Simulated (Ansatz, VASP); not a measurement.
**Ba in VASP and in Ansatz**

The input INCAR:

```
SYSTEM = Ba
ALGO = Fast
EDIFF = 1E-6
ENCUT = 520
GGA = PS
ISIF = 2
ISMEAR = 0
LASPH = .True.
LCHARG = .False.
LREAL = .False.
LWAVE = .False.
NBANDS = 11
NELM = 60
PREC = Accurate
SIGMA = 0.15
```

The input KPOINTS:

```
k-points
0
Gamma
  14 14 14
  0 0 0
```

POSCAR

```
Ba
1.0
   -2.3750000000      2.3750000000      2.4375000000
    2.3750000000     -2.3750000000      2.4375000000
    2.3750000000      2.3750000000     -2.4375000000
Ba
1
Direct
    0.0000000000      0.0000000000      0.0000000000
```

Input for Ansatz:

```yaml
crystal:
  lattice:
    - [-2.375, 2.375, 2.4375]
    - [2.375, -2.375, 2.4375]
    - [2.375, 2.375, -2.4375]
  atoms:
    - { symbol: Ba, position: [0.0, 0.0, 0.0] }
basis:
  ecutwfc: 420
kpoints:
  mp_grid: { grid: [14, 14, 14] }
hamiltonian:
  xc: pbesol
scf:
  occupations: { method: gaussian, width: 0.15 }
output:
  forces: true
  stress: true
  eigenvalues: true
  write_density: true
  write_potential: true
  elf: true
  volumetric_format: npy
```

Change from the starting cell: strain -0.050 along x and y, -0.025 along z, atoms carried along.

Alike in both runs: task single point; functional PBEsol; k mesh 14 × 14 × 14; occupations gaussian, width 0.15 eV; no spin polarisation.

|  | VASP | Ansatz |
| --- | --- | --- |
| version | VASP 6.6.1 | Ansatz 0.2.0 |
| potentials or method | VASP PAW PBE potentials, release 64 (Ba_sv), cutoff 520 eV | scalar-relativistic, plane waves, PAW |
| valence electrons in the cell | 10 | 10 |

Ansatz gave:

* gap on the k mesh at the Fermi level (eV): none
* pressure (GPa): 0.6
* traceless stress, the component that is largest in VASP (GPa): -0.10

**Question.** What did VASP give for the same quantities?

**Answer.** gap on the k mesh at the Fermi level (eV): none; pressure (GPa): 0.7; traceless stress, the component that is largest in VASP (GPa): -0.10.

VASP's potentials were made for PBE, not for PBEsol. A gap of «none» marks a metal or a gap that the smearing closes.

Spin-orbit coupling is off throughout.
